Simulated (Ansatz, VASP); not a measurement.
# One calculation of ZrTiS3, two programs

```xyz
10
Lattice="7.9738 0.0000 0.0000 0.0000 3.7268 3.0307 0.0000 -3.7268 3.0307" Properties=species:S:1:pos:R:3 pbc="T T T"
Zr    5.9803   -0.6447    3.2459
Zr    1.9934    0.6447    3.2459
Ti    0.0000    0.0000    5.9455
Ti    3.9869    0.0000    5.9455
S     4.4695    1.3947    3.9864
S     7.4912    1.3947    3.9864
S     3.5043   -1.3947    3.9864
S     0.4826   -1.3947    3.9864
S     5.9803    0.6246    1.0124
S     1.9934   -0.6246    1.0124
```

Change from the starting cell: the structure that the rattled cell fell into.

Alike in both runs: functional PBE; k mesh 6 × 8 × 8; occupations gaussian, width 0.1 eV; no spin polarisation.

Ansatz relaxed the structure, and its values are those at the end. VASP's run is a single point on that final structure, the one shown.

|  | VASP | Ansatz |
| --- | --- | --- |
| version | VASP 6.6.1 | Ansatz 0.2.0 |
| potentials or method | VASP PAW PBE potentials, release 64 (Zr_sv, Ti_sv, S), cutoff 520 eV | scalar-relativistic, plane waves, PAW |
| valence electrons in the cell | 84 | 84 |

```csv
,VASP,Ansatz,Ansatz less VASP
gap on the k mesh at the Fermi level (eV),none,none,-
pressure (GPa),0.0,0.0,+0.02
rms of the force components (eV/Å),0.003,0.001,-0.0022
```

A gap of «none» marks a metal or a gap that the smearing closes.
